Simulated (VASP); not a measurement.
Write the native input for VASP 6.6.1 that does the following.

```yaml
Task: single point
Functional: PBE
Dispersion: D3(BJ)
Potentials_or_basis: VASP PAW PBE potentials, release 64 (Cd, I)
Cutoff: 500 eV
k_mesh: 6 × 6 × 2
Occupations: fermi-dirac, width 0.02 eV
Spin: no spin polarisation
Dipole_correction: no
Further_INCAR_settings: ALGO = Normal; EDIFF = 1e-06; NBANDS = 49
```

The structure of CdI2 lies in POSCAR:

```
CdI2
1.0
    4.2435450736      0.0000000000      0.0000000000
   -2.1217725368      3.6750178359      0.0000000000
    0.0000000000      0.0000000000     20.4960241685
Cd I
3 6
Direct
    0.6666666667      0.3333333333      0.3328918573
    0.3333333333      0.6666666667      0.6671081427
    0.0000000000      0.0000000000      0.0000000000
    0.3333333333      0.6666666667      0.0843804861
    0.3333333333      0.6666666667      0.4172592513
    0.6666666667      0.3333333333      0.9156195139
    0.6666666667      0.3333333333      0.5827407487
    0.0000000000      0.0000000000      0.2485355840
    0.0000000000      0.0000000000      0.7514644160
```

One way to write it, as run:

INCAR

```
ALGO = Normal
EDIFF = 1E-6
ENCUT = 500
GGA = PE
GGA_COMPAT = F
ISIF = 2
ISMEAR = -1
IVDW = 12
LASPH = T
LCHARG = T
LELF = T
LREAL = F
LVHAR = T
LWAVE = F
NBANDS = 49
NELM = 120
PREC = Accurate
SIGMA = 0.02
```

KPOINTS

```
k-points
0
Gamma
  6 6 2
```

Potentials or basis: VASP PAW PBE potentials, release 64 (Cd, I).

Run with:

```bash
$ cat potpaw_PBE.64/Cd/POTCAR potpaw_PBE.64/I/POTCAR > POTCAR
$ mpirun -np 1 vasp_std > vasp.out
```

It gave:

```yaml
Pressure: 0.1 GPa
Largest_force: 0.021 eV/Å
Band_gap_on_the_k_mesh: 2.17 eV (least direct gap 2.30 eV)
Dispersion_energy_per_atom: -0.334 eV
```

Caveat: spin-orbit coupling is left out, which moves the levels of the heavy elements.

It took 3.8 min on 1 thread of Oxide Virtual Turin-like Processor, on a shared host, peak memory 0.46 GiB.
